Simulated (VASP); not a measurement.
# SnO2 in VASP: further runs, part 2 of 2

VASP 6.6.1. Earlier steps stand in the parts before.

### 3 Relaxation of shape and atoms at fixed volume, LDA (13.04 Å³/atom)

This run uses another cell than the first one, of 13.04 Å³/atom.

The input, INCAR:

```
SYSTEM = SnO2
ALGO     = Normal         ! electronic algorithm
EDIFF    = 1E-6           ! SCF threshold, eV
EDIFFG   = -0.01          ! ionic threshold
ENCUT    = 600            ! plane-wave cutoff, eV
IBRION   = 2              ! ionic algorithm
ISIF     = 4              ! what is computed and relaxed
ISMEAR   = 0              ! smearing method
LASPH    = .True.         ! aspherical terms in the spheres
LCHARG   = .False.        ! write CHGCAR
LREAL    = .False.        ! projectors in reciprocal space
LWAVE    = .False.        ! write WAVECAR
NELM     = 60             ! most SCF steps
NSW      = 50             ! ionic steps
PREC     = Accurate       ! precision mode
SIGMA    = 0.02           ! smearing width, eV
```

The input, KPOINTS:

```
k-points
0
Gamma
  6 6 8
  0 0 0
```

The input, POSCAR:

```
SnO2
1.0
    4.8984213971      0.0000000000      0.0000000000
    0.0000000000      4.8988747592      0.0000000000
    0.0000000000      0.0000000000      3.2615575918
Sn O
2 4
Direct
    0.5000000000      0.5000000000      0.5000000000
    0.0000000000      0.0000000000      0.0000000000
    0.3073229934      0.3074689794      0.0000000000
    0.8073229934      0.1925310206      0.5000000000
    0.1926770066      0.8074689794      0.5000000000
    0.6926770066      0.6925310206      0.0000000000
```

Potentials or basis: VASP PAW LDA potentials, release 64 (Sn_d, O).

Started as:

```bash
$ cat potpaw_LDA.64/Sn_d/POTCAR potpaw_LDA.64/O/POTCAR > POTCAR
$ mpirun -np 1 vasp_std > vasp.out
```

OUTCAR:

```text
SYSTEM = SnO2
   EDIFF = 1E-6
   EDIFFG = -0.01
   ENCUT = 600
   IBRION = 2
   ISIF = 4
   ISMEAR = 0
   LASPH = .True.
   LREAL = .False.
   NELM = 60
   NSW = 50
   PREC = Accurate

 ion  position               nearest neighbor table
   1  0.500  0.500  0.500-   3 2.11   6 2.11   3 2.11   6 2.11   5 2.13   4 2.13
   2  0.000  0.000  0.000-   4 2.11   5 2.11   4 2.11   5 2.11   3 2.13   6 2.13
   3  0.307  0.307  0.000-   1 2.11   1 2.11   2 2.13
   4  0.807  0.193  0.500-   2 2.11   2 2.11   1 2.13
   5  0.193  0.807  0.500-   2 2.11   2 2.11   1 2.13
   6  0.693  0.693  0.000-   1 2.11   1 2.11   2 2.13

  LATTYP: Found a simple orthorhombic cell.
 ALAT       =     3.2615575918
 B/A-ratio  =     1.5018656759
 C/A-ratio  =     1.5020046776

  Lattice vectors:

 A1 = (   0.0000000000,   0.0000000000,   3.2615575918)
 A2 = (   4.8984213971,   0.0000000000,   0.0000000000)
 A3 = (   0.0000000000,   4.8988747592,   0.0000000000)

Analysis of symmetry for initial positions (statically):
=====================================================================
 Subroutine PRICEL returns:
 Original cell was already a primitive cell.

 Routine SETGRP: Setting up the symmetry group for a
 simple orthorhombic supercell.

 Subroutine GETGRP returns: Found  8 space group operations
 (whereof  4 operations were pure point group operations)
 out of a pool of  8 trial point group operations.

The static configuration has the point symmetry C_2h.
 The point group associated with its full space group is D_2h.

Analysis of symmetry for dynamics (positions and initial velocities):
=====================================================================
 Subroutine PRICEL returns:
 Original cell was already a primitive cell.

 Routine SETGRP: Setting up the symmetry group for a
 simple orthorhombic supercell.

 Subroutine GETGRP returns: Found  8 space group operations
 (whereof  4 operations were pure point group operations)
 out of a pool of  8 trial point group operations.

The dynamic configuration has the point symmetry C_2h.
 The point group associated with its full space group is D_2h.

 Subroutine INISYM returns: Found  8 space group operations
 (whereof  4 operations are pure point group operations),
 and found     1 'primitive' translations

----------------------------------------------------------------------------------------

                                     Primitive cell

  volume of cell :      78.2668

  direct lattice vectors                    reciprocal lattice vectors
     4.898421397  0.000000000  0.000000000     0.204147402  0.000000000  0.000000000
     0.000000000  4.898874759  0.000000000     0.000000000  0.204128509  0.000000000
     0.000000000  0.000000000  3.261557592     0.000000000  0.000000000  0.306601975

  length of vectors
     4.898421397  4.898874759  3.261557592     0.204147402  0.204128509  0.306601975

  position of ions in fractional coordinates (direct lattice)
     0.500000000  0.500000000  0.500000000
     0.000000000  0.000000000  0.000000000
     0.307322993  0.307468979  0.000000000
[... 45 lines left out ...]
  0.000000  0.166667  0.000000      2.000000
  0.166667  0.166667  0.000000      4.000000
[... 16 lines left out ...]
  0.333333  0.166667  0.125000      8.000000
  0.500000  0.166667  0.125000      4.000000
 [... further k-points ...]
   k-points           NKPTS =     80   k-points in BZ     NKDIM =     80   number of bands    NBANDS=     31
   number of dos      NEDOS =    301   number of ions     NIONS =      6
   total plane-waves  NPLWV =  44800
   dimension x,y,z NGX =    40 NGY =   40 NGZ =   28
   dimension x,y,z NGXF=    80 NGYF=   80 NGZF=   56
   ions per type =               2   4
   NGX,Y,Z   is equivalent  to a cutoff of  13.58, 13.57, 14.27 a.u.
   NGXF,Y,Z  is equivalent  to a cutoff of  27.15, 27.15, 28.54 a.u.
 SYSTEM =  SnO2
   PREC   = accura    normal or accurate (medium, high low for compatibility)
   ISTART =      0    job   : 0-new  1-cont  2-samecut
   ICHARG =      2    charge: 1-file 2-atom 10-const
   ISPIN  =      1    spin polarized calculation?
   LNONCOLLINEAR =      F non collinear calculations
   LSORBIT =      F    spin-orbit coupling
   LASPH  =      T    aspherical Exc in radial PAW
   ENCUT  =  600.0 eV  44.10 Ry    6.64 a.u.   9.78  9.78  6.51*2*pi/ulx,y,z
   NELM   =     60;   NELMIN=  2; NELMDL= -5     # of ELM steps
   EDIFF  = 0.1E-05   stopping-criterion for ELM
   LREAL  =      F    real-space projection
   EDIFFG = -.1E-01   stopping-criterion for IOM
   NSW    =     50    number of steps for IOM
   IBRION =      2    ionic relax: 0-MD 1-quasi-New 2-CG
   NFREE  =      1    steps in history (QN), initial steepest desc. (CG)
   ISIF   =      4    stress and relaxation
   ISYM   =      2    0-nonsym 1-usesym 2-fastsym
   POTIM  = 0.5000    time-step for ionic-motion
   TEBEG  =    0.0;   TEEND  =   0.0 temperature during run
   PSTRESS=    0.0 pullay stress
   NELECT =      52.0000    total number of electrons
   NUPDOWN=      -1.0000    fix difference up-down
   EMIN   =  10.00;   EMAX   =-10.00  energy-range for DOS
   EFERMI =   0.00;   METHOD = LEGACY
   ISMEAR =     0;   SIGMA  =   0.02  broadening in eV -4-tet -1-fermi 0-gaus
   EFERMI_NEDOS =   21; number of points for ismear=-14 and -15
   IALGO  =     38    algorithm
   IMIX   =      4    mixing-type and parameters
     AMIX     =   0.40;   BMIX     =  1.00
     AMIX_MAG =   1.60;   BMIX_MAG =  1.00
  volume/ion in A,a.u.               =      13.04        88.03
  Fermi-wavevector in a.u.,A,eV,Ry     =   1.428510  2.699493 27.764623  2.040642
  Thomas-Fermi vector in A             =   2.548564
   LORBIT       =      0    0 simple, 1 ext, 2 COOP (PROOUT), +10 PAW based schemes
   GGA     = CA    functional components
   LHFCALC =     F    Hartree Fock is set to
   AEXX    =    0.0000 exact exchange contribution
   IVDW    =     0    specifies the selected vdW correction
   LEPSILON=     F    determine dielectric tensor
   LRPA    =     F    only Hartree local field effects (RPA)
 conjugate gradient relaxation of ions
 non-spin polarized calculation
 Gauss-broadening in eV      SIGMA  =   0.02
  energy-cutoff  :      600.00
  volume of cell :       78.27
 maximum number of plane-waves:      2652
 NGX is ok and might be reduce to    40
   NGX = 19   NGY = 19   NGZ = 13

--------------------------------------- Ionic step        1  -------------------------------------------

 number of electron      51.9999994 magnetization

 Free energy of the ion-electron system (eV)
  ---------------------------------------------------
  ext. energy  EPLUGINS =         0.00000000
  ---------------------------------------------------
  free energy    TOTEN  =       -41.96048601 eV

  energy without entropy =      -41.96048601  energy(sigma->0) =      -41.96048601

------------------------ aborting loop because EDIFF is reached ----------------------------------------

  FORCE on cell =-STRESS in cart. coord.  units (eV):
  Direction    XX          YY          ZZ          XY          YZ          ZX
  --------------------------------------------------------------------------------------
  -------------------------------------------------------------------------------------
  Total       -7.0857847     -7.0868925     -7.9644273      0.0000000      0.0000000      0.0000000
  in kB     -145.0510926   -145.0737689   -163.0375362      0.0000000      0.0000000      0.0000000
  external PRESSURE =    -151.0541326 kB  Pullay stress =       0.0000000 kB
[... 67 lines left out ...]
--------------------------------------- Ionic step        3  -------------------------------------------

 number of electron      51.9999988 magnetization

 Free energy of the ion-electron system (eV)
  ---------------------------------------------------
  ext. energy  EPLUGINS =         0.00000000
  ---------------------------------------------------
  free energy    TOTEN  =       -41.96525570 eV

  energy without entropy =      -41.96525570  energy(sigma->0) =      -41.96525570

 E-fermi :   4.9246     XC(G=0): -11.3242

 val. band max:        4.8207228242   @ k =   0.0000   0.0000   0.0000
 cond. band min:       5.1203516703   @ k =   0.0000   0.0000   0.0000
 fundamental gap:      0.2996288461
 Fermi energy:         4.9245665247

 k-point     1 :       0.0000    0.0000    0.0000
  band No.  band energies     occupation
      1     -16.0676      2.00000
      2     -15.5374      2.00000
      3     -15.3189      2.00000
      4     -15.3024      2.00000
      5     -15.3024      2.00000
      6     -15.2133      2.00000
[... 805 lines left out ...]
     30      11.8585      0.00000
     31      14.0327      0.00000

 [... further k-points ...]

------------------------ aborting loop because EDIFF is reached ----------------------------------------

  FORCE on cell =-STRESS in cart. coord.  units (eV):
  Direction    XX          YY          ZZ          XY          YZ          ZX
  --------------------------------------------------------------------------------------
  -------------------------------------------------------------------------------------
  Total       -7.0527780     -7.0539271     -7.1130022      0.0000000      0.0000000      0.0000000
  in kB     -144.3754204   -144.3989434   -145.6082544      0.0000000      0.0000000      0.0000000
  external PRESSURE =    -144.7942061 kB  Pullay stress =       0.0000000 kB
[... 21 lines left out ...]
  FREE ENERGIE OF THE ION-ELECTRON SYSTEM (eV)
  ---------------------------------------------------
  free  energy   TOTEN  =       -41.9652557046 eV

  energy  without entropy=      -41.9652557046  energy(sigma->0) =      -41.96525570

 reached required accuracy - stopping structural energy minimisation
```

It took 6.3 min on 1 thread of Intel Xeon Platinum 8488C (Sapphire Rapids), shared host; peak memory 0.31 GiB.

Results:

```yaml
Free_energy: -41.9653 eV
Energy_gained_by_relaxing: 0.8 meV/atom
Ionic_steps: 3
Pressure_after_relaxing: -14.5 GPa
Largest_force_after_relaxing: 0.006 eV/Å
Band_gap_on_the_k_mesh: 0.30 eV
```

Forces on the atoms (eV/Å):
```
Sn   0.000  0.000  0.000
Sn   0.000  0.000  0.000
O   -0.004 -0.004  0.000
O   -0.004  0.004  0.000
O    0.004 -0.004  0.000
O    0.004  0.004  0.000
```

The path:
```
step  energy change (eV)  largest force (eV/Å)  pressure (GPa)  volume (Å³)
   1              0.0000                0.1196          -15.11        78.27
   2             -0.0044                0.0260          -14.66        78.27
   3             -0.0048                0.0058          -14.48        78.27
```

Final structure:
```cif
data_structure
_symmetry_space_group_name_H-M 'P 1'
_symmetry_Int_Tables_number 1
_cell_length_a 4.9140
_cell_length_b 4.9143
_cell_length_c 3.2410
_cell_angle_alpha 90.000
_cell_angle_beta 90.000
_cell_angle_gamma 90.000
_cell_volume 78.27
loop_
_atom_site_label
_atom_site_type_symbol
_atom_site_fract_x
_atom_site_fract_y
_atom_site_fract_z
_atom_site_occupancy
Sn1 Sn 0.50000 0.50000 0.50000 1
Sn2 Sn 0.00000 0.00000 0.00000 1
O1 O 0.30845 0.30858 0.00000 1
O2 O 0.80844 0.19142 0.50000 1
O3 O 0.19156 0.80858 0.50000 1
O4 O 0.69155 0.69142 0.00000 1
```

Caveat: semilocal functionals underestimate gaps, and a narrow one can read as zero; spin-orbit coupling is left out, which moves the levels of the heavy elements.

### 4 Single point, LDA

This run uses another cell than the first one, of 11.86 Å³/atom.

The input, INCAR:

```
ALGO     = Normal         # electronic algorithm
EDIFF    = 1E-6           # SCF threshold, eV
ENCUT    = 520            # plane-wave cutoff, eV
ISIF     = 2              # what is computed and relaxed
ISMEAR   = 0              # smearing method
LASPH    = True           # aspherical terms in the spheres
LCHARG   = False          # write CHGCAR
LREAL    = False          # projectors in reciprocal space
LWAVE    = False          # write WAVECAR
NBANDS   = 35             # bands
NELM     = 80             # most SCF steps
PREC     = Accurate       # precision mode
SIGMA    = 0.05           # smearing width, eV
```

The input, KPOINTS:

```
k-points
0
Gamma
  6 6 8
```

The input, POSCAR:

```
SnO2
1.0
    4.7212714577      0.0000000000      0.0000000000
    0.0000000000      4.7242464993      0.0000000000
    0.0000000000      0.0000000000      3.1900194020
Sn O
2 4
Direct
    0.5000000000      0.5000000000      0.5000000000
    0.0000000000      0.0000000000      0.0000000000
    0.3055669597      0.3065721281      0.0000000000
    0.8055669597      0.1934278719      0.5000000000
    0.1944330403      0.8065721281      0.5000000000
    0.6944330403      0.6934278719      0.0000000000
```

Started as:

```bash
$ cat potpaw_LDA.64/Sn_d/POTCAR potpaw_LDA.64/O/POTCAR > POTCAR
$ mpirun -np 1 vasp_std > vasp.out
```

It took 3.2 min on 1 thread of Intel Xeon Platinum 8375C at 2.90GHz (Ice Lake), shared host; peak memory 0.26 GiB.

Results (log left out):

```yaml
Free_energy: -42.2799 eV
Pressure: 1.1 GPa
Largest_force: 0.022 eV/Å
Band_gap_on_the_k_mesh: 1.20 eV
```

Forces in eV/Å, atoms in the order of the input:
```
Sn   0.000  0.000  0.000
Sn   0.000  0.000  0.000
O   -0.014 -0.016  0.000
O   -0.014  0.016  0.000
O    0.014 -0.016  0.000
O    0.014  0.016  0.000
```

Stress tensor (GPa, compression positive):
```
0.91 0.00 0.00
0.00 0.90 0.00
0.00 0.00 1.42
```

Levels at points of the mesh, in eV from the valence-band top:
```tsv
k point	band 24	band 25	band 26	band 27	band 28	band 29
(0.00, 0.00, 0.00)	-0.81	-0.81	0.00	1.20	5.96	6.07
(0.50, 0.00, 0.00)	-1.24	-0.65	-0.65	4.35	4.35	6.82
(0.00, 0.50, 0.00)	-1.24	-0.65	-0.65	4.36	4.36	6.84
(0.50, 0.50, 0.00)	-1.36	-0.92	-0.92	4.74	4.74	7.33
(0.00, 0.00, 0.50)	-1.73	-1.29	-1.29	6.07	6.07	9.54
(0.50, 0.00, 0.50)	-1.13	-0.72	-0.72	6.36	6.36	7.90
(0.00, 0.50, 0.50)	-1.14	-0.72	-0.72	6.35	6.35	7.90
(0.50, 0.50, 0.50)	-0.99	-0.85	-0.85	4.73	4.73	8.64
```

Caveat: spin-orbit coupling is left out, which moves the levels of the heavy elements.

### 5 Single point, LDA (uniaxial strain along c: -4.0 %, then relaxed in part)

The input, INCAR:

```
ALGO = Normal ; EDIFF = 1E-6
ENCUT = 1340 ; GGA = CA
GGA_COMPAT = F ; ISIF = 2
ISMEAR = 0 ; LASPH = T
LCHARG = F ; LREAL = F
LWAVE = F ; NBANDS = 35
NELM = 120 ; PREC = Accurate
SIGMA = 0.02
```

KPOINTS is that of step 4.

The input, POSCAR:

```
SnO2
1.0
    4.7920465210      0.0000000000      0.0000000000
    0.0000000000      4.7920989258      0.0000000000
    0.0000000000      0.0000000000      3.0624186269
Sn O
2 4
Direct
    0.5000000000      0.5000000000      0.5000000000
    0.0000000000      0.0000000000      0.0000000000
    0.3042658211      0.3042878551      0.0000000000
    0.8042658211      0.1957121449      0.5000000000
    0.1957341789      0.8042878551      0.5000000000
    0.6957341789      0.6957121449      0.0000000000
```

Potentials or basis: VASP PAW LDA potentials, release 64 (Sn_d, O_h).

Started as:

```bash
$ cat potpaw_LDA.64/Sn_d/POTCAR potpaw_LDA.64/O_h/POTCAR > POTCAR
$ mpirun -np 1 vasp_std > vasp.out
```

It took 7.3 min on 1 thread of Intel Xeon Platinum 8488C (Sapphire Rapids), shared host; peak memory 0.73 GiB.

Results (log left out):

```yaml
Free_energy: -42.1916 eV
Pressure: 5.7 GPa
Largest_force: 0.029 eV/Å
Band_gap_on_the_k_mesh: 1.47 eV
```

Forces in eV/Å, atoms in the order of the input:
```
Sn   0.000  0.000  0.000
Sn   0.000  0.000  0.000
O   -0.020 -0.020  0.000
O   -0.020  0.020  0.000
O    0.020 -0.020  0.000
O    0.020  0.020  0.000
```

Stress tensor (GPa, compression positive):
```
 0.82  0.00  0.00
 0.00  0.81  0.00
 0.00  0.00 15.34
```

Levels at points of the mesh, in eV from the valence-band top:
```csv
k point,band 23,band 24,band 25,band 26,band 27,band 28,band 29,band 30
"(0.00, 0.00, 0.00)",-1.13,-0.90,-0.90,0.00,1.47,6.52,6.52,6.67
"(0.50, 0.00, 0.00)",-1.10,-1.10,-0.71,-0.71,4.53,4.53,7.36,7.36
"(0.00, 0.50, 0.00)",-1.10,-1.10,-0.71,-0.71,4.53,4.53,7.36,7.36
"(0.50, 0.50, 0.00)",-1.19,-1.19,-1.05,-1.05,5.09,5.09,7.71,7.71
"(0.00, 0.00, 0.50)",-1.74,-1.74,-1.31,-1.31,6.23,6.23,9.41,9.41
"(0.50, 0.00, 0.50)",-1.21,-1.21,-0.82,-0.82,6.45,6.45,7.66,7.66
"(0.00, 0.50, 0.50)",-1.21,-1.21,-0.82,-0.82,6.45,6.45,7.66,7.66
"(0.50, 0.50, 0.50)",-1.03,-1.03,-0.95,-0.95,4.68,4.68,8.73,8.73
```

Caveat: the cell differs from its parent crystal (uniaxial strain along c: -4.0 %, then relaxed in part); the stress differs along the axes, from 1 to 15 GPa; spin-orbit coupling is left out, which moves the levels of the heavy elements.

### 6 Summary

| task | potentials or basis | cell | cutoff (eV) | smearing | gap on the mesh (eV) | pressure (GPa) | largest force (eV/Å) |
| --- | --- | --- | --- | --- | --- | --- | --- |
| single point | VASP PAW LDA potentials, release 64 (Sn_d, O_h) | a = 4.721, b = 4.724, c = 3.062 Å, 6 atoms, atomic positions A | 1340 | gaussian 0.02 eV | 1.76 | 12.1 | 0.02 |
| relaxation of shape and atoms at fixed volume | VASP PAW LDA potentials, release 64 (Sn_d, O) | relaxed from a = 4.898, b = 4.899, c = 3.262 Å, 6 atoms, atomic positions B | 600 | gaussian 0.02 eV | 0.30 | -14.5 | 0.01 |
| single point | VASP PAW LDA potentials, release 64 (Sn_d, O) | a = 4.721, b = 4.724, c = 3.190 Å, 6 atoms, atomic positions C | 520 | gaussian 0.05 eV | 1.20 | 1.1 | 0.02 |
| single point | VASP PAW LDA potentials, release 64 (Sn_d, O_h) | a = 4.792, b = 4.792, c = 3.062 Å, 6 atoms, atomic positions D | 1340 | gaussian 0.02 eV | 1.47 | 5.7 | 0.03 |

Alike in all rows: level LDA; no spin polarisation; k mesh 6 × 6 × 8.

Caveats: spin-orbit coupling is left out, which moves the levels of the heavy elements; the stress differs along the axes, from 8 to 21 GPa (at least some runs); semilocal functionals underestimate gaps, and a narrow one can read as zero (at least some runs); the stress differs along the axes, from 1 to 15 GPa (at least some runs).

Total energies depend on the potentials used, so only differences within one code and one set of settings carry meaning.
